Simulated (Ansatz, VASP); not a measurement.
**One calculation of TiC, two programs**

```
Ti C
1.0
     0.00000    2.19365    2.10590
     2.19365    0.00000    2.10590
     2.19365    2.19365    0.00000
Ti C
1 1
Direct
  0.00000 0.00000 0.00000
  0.50000 0.50000 0.50000
```

Alike in both runs: task single point; functional PBEsol; k mesh 20 × 20 × 20; occupations gaussian, width 0.15 eV; no spin polarisation.

|  | VASP | Ansatz |
| --- | --- | --- |
| version | VASP 6.6.1 | Ansatz 0.2.0 |
| potentials or method | VASP PAW PBE potentials, release 64 (Ti_sv, C), cutoff 520 eV | scalar-relativistic, plane waves, PAW |
| valence electrons in the cell | 16 | 16 |

|  | VASP | Ansatz | Ansatz less VASP |
| --- | --- | --- | --- |
| gap on the k mesh at the Fermi level (eV) | none | none | - |
| pressure (GPa) | -5.1 | -5.3 | -0.25 |
| traceless stress, the component that is largest in VASP (GPa) | 11.37 | 11.33 | -0.037 |

VASP's potentials were made for PBE, not for PBEsol. A gap of «none» marks a metal or a gap that the smearing closes.
